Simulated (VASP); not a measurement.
# Sn2TeO2 (P6/mmm) in VASP: a series of runs, part 2 of 2

VASP 6.6.1.

### Step 4. Relaxation of cell and atoms, PBE

This run uses another cell than the first one, of 23.11 Å³/atom.

INCAR

```
PREC = Accurate ; ENCUT = 600
EDIFF = 1E-6 ; ISMEAR = 0
SIGMA = 0.1 ; LREAL = False
LASPH = True ; NELM = 100
ALGO = Normal ; ISIF = 3
LWAVE = False ; LCHARG = False
GGA = PE ; IBRION = 2
NSW = 100 ; EDIFFG = -0.01
```

KPOINTS

```
Automatic mesh
0
Gamma
  12 12 4
```

POSCAR

```
Sn2TeO2
1.0
    3.8207794430      0.0000000000      0.0000000000
   -1.9103897215      3.3088920599      0.0000000000
    0.0000000000      0.0000000000      9.1414884245
Sn Te O
2 1 2
Direct
    0.0000000000      0.0000000000      0.3270336888
    0.0000000000      0.0000000000      0.6729663112
    0.0000000000      0.0000000000      0.0000000000
    0.3333333333      0.6666666667      0.0000000000
    0.6666666667      0.3333333333      0.0000000000
```

Potentials or basis: VASP PAW PBE potentials, release 64 (Sn_d, Te, O).

Command:

```console
$ cat potpaw_PBE.64/Sn_d/POTCAR potpaw_PBE.64/Te/POTCAR potpaw_PBE.64/O/POTCAR > POTCAR
$ mpirun -np 1 vasp_std > vasp.out
```

OUTCAR:

```text
PREC = Accurate
   ENCUT = 600
   EDIFF = 1E-6
   ISMEAR = 0
   LREAL = False
   LASPH = True
   NELM = 100
   ISIF = 3
   GGA = PE
   IBRION = 2
   NSW = 100
   EDIFFG = -0.01

 ion  position               nearest neighbor table
   1  0.000  0.000  0.327-   3 2.99   2 3.16
   2  0.000  0.000  0.673-   3 2.99   1 3.16
   3  0.000  0.000  0.000-   4 2.21   5 2.21   5 2.21   4 2.21   5 2.21   4 2.21   1 2.99   2 2.99

   4  0.333  0.667  0.000-   3 2.21   3 2.21   3 2.21
   5  0.667  0.333  0.000-   3 2.21   3 2.21   3 2.21

  LATTYP: Found a hexagonal cell.
 ALAT       =     3.8207794430
 C/A-ratio  =     2.3925716103

  Lattice vectors:

 A1 = (   3.8207794430,   0.0000000000,   0.0000000000)
 A2 = (  -1.9103897215,   3.3088920599,   0.0000000000)
 A3 = (   0.0000000000,   0.0000000000,   9.1414884245)
[... 383 lines left out ...]
  ---------------------------------------------------
  free energy    TOTEN  =       -20.30052146 eV

  energy without entropy =      -20.28145106  energy(sigma->0) =      -20.29098626

 E-fermi :   5.3618     XC(G=0):  -9.5310

 val. band max:        5.3505395921   @ k =   0.3333   0.2500   0.0000
 cond. band min:       5.3706757655   @ k =   0.1667   0.0833   0.0000
 fundamental gap:      0.0201361734
 Fermi energy:         5.3618215424

 k-point     1 :       0.0000    0.0000    0.0000
  band No.  band energies     occupation
      1     -16.1483      2.00000
      2     -16.1019      2.00000
      3     -16.1019      2.00000
      4     -16.0965      2.00000
      5     -16.0965      2.00000
      6     -16.0621      2.00000
[... 709 lines left out ...]
     26       7.8457      0.00000
     27       8.9320      0.00000

 [... further k-points ...]

------------------------ aborting loop because EDIFF is reached ----------------------------------------

  FORCE on cell =-STRESS in cart. coord.  units (eV):
  Direction    XX          YY          ZZ          XY          YZ          ZX
  --------------------------------------------------------------------------------------
  -------------------------------------------------------------------------------------
  Total        0.0112520      0.0112520      0.0477257      0.0000000     -0.0000000      0.0000000
  in kB        0.1580145      0.1580145      0.6702233      0.0000000     -0.0000000      0.0000000
  external PRESSURE =       0.3287508 kB  Pullay stress =       0.0000000 kB
[... 20 lines left out ...]
  FREE ENERGIE OF THE ION-ELECTRON SYSTEM (eV)
  ---------------------------------------------------
  free  energy   TOTEN  =       -20.3005214561 eV

  energy  without entropy=      -20.2814510591  energy(sigma->0) =      -20.29098626

 reached required accuracy - stopping structural energy minimisation
```

It took 7.6 min on 1 thread of Intel Xeon 6975P-C (Granite Rapids), shared host; peak memory 0.42 GiB.

Results:

| Item | Value |
| --- | --- |
| Free energy | -20.3005 eV |
| Relaxed volume | 22.82 Å³/atom |
| Relaxed cell | a = 3.807 Å, b = 3.807 Å, c = 9.092 Å, α = 90.00°, β = 90.00°, γ = 120.00° |
| Space group after relaxing (to 0.1 Å) | P6/mmm (No. 191) |
| Energy gained by relaxing | 0.8 meV/atom |
| Ionic steps | 6 |
| Pressure after relaxing | 0.0 GPa |
| Largest force after relaxing | 0.005 eV/Å |
| Band gap on the k mesh | zero (bands 23 and 24 overlap by 3.05 eV) |

Forces on the atoms (eV/Å):
```
Sn   0.000  0.000  0.005
Sn   0.000  0.000 -0.005
Te   0.000  0.000  0.000
O    0.000  0.000  0.000
O    0.000  0.000  0.000
```

The path:
```
step  energy change (eV)  largest force (eV/Å)  pressure (GPa)  volume (Å³)
   1              0.0000                0.0618           -0.64       115.57
   2             -0.0027                0.0635            0.16       114.04
   3             -0.0028                0.0638            0.02       114.30
   4             -0.0033                0.0485            0.02       114.21
   5             -0.0036                0.0223            0.03       114.04
   6             -0.0038                0.0045            0.03       114.09
```

Final structure:
```
Sn Te O
1.0
     3.80660    0.00000    0.00000
    -1.90330    3.29662    0.00000
     0.00000    0.00000    9.09153
Sn Te O
2 1 2
Cartesian
  0.0000 0.0000 2.9874
  3.8066 0.0000 6.1041
  1.9033 3.2966 0.0000
  0.0000 2.1977 9.0915
  1.9033 1.0989 0.0000
```

Levels at points of the mesh, in eV from the Fermi level:
| k point | band 21 | band 22 | band 23 | band 24 | band 25 | band 26 |
| --- | --- | --- | --- | --- | --- | --- |
| (0.00, 0.00, 0.00) | -1.12 | -0.63 | 0.65 | 3.95 | 3.95 | 5.01 |
| (0.50, 0.00, 0.00) | -1.03 | -0.70 | -0.32 | -0.27 | 1.25 | 2.17 |
| (0.00, 0.00, 0.50) | -1.07 | -0.63 | 2.78 | 2.92 | 3.94 | 3.94 |
| (0.50, 0.00, 0.50) | -1.15 | -1.12 | -0.27 | -0.25 | 2.11 | 3.26 |

Caveat: spin-orbit coupling is left out, which moves the levels of the heavy elements.

### Step 5. Summary

| task | cell | k mesh | cutoff (eV) | gap on the mesh (eV) | pressure (GPa) | relaxed volume (Å³/atom) |
| --- | --- | --- | --- | --- | --- | --- |
| single point | a = 3.815, b = 3.815, c = 9.103 Å, angles 90.0, 90.0, 120.0°, 5 atoms, atomic positions A | 12 × 12 × 4 | 520 | none | -0.3 | - |
| relaxation of cell and atoms | relaxed from a = 4.496, b = 4.496, c = 7.438 Å, angles 90.0, 90.0, 120.0°, 5 atoms, atomic positions B | 6 × 6 × 4 | 600 | none | 0.0 | 22.90 |
| relaxation of cell and atoms | relaxed from a = 3.821, b = 3.821, c = 9.141 Å, angles 90.0, 90.0, 120.0°, 5 atoms, atomic positions C | 12 × 12 × 4 | 600 | none | 0.0 | 22.82 |

Alike in all rows: level PBE; potentials or basis VASP PAW PBE potentials, release 64 (Sn_d, Te, O); no spin polarisation; smearing gaussian 0.1 eV.

Caveats: spin-orbit coupling is left out, which moves the levels of the heavy elements; a cell axis changed by over 15 % at a fixed basis, so the end point is rough (at least some runs).

Total energies depend on the potentials used, so only differences within one code and one set of settings carry meaning.

The gap in the log of VASP goes by the Fermi energy; the results here count the filled bands.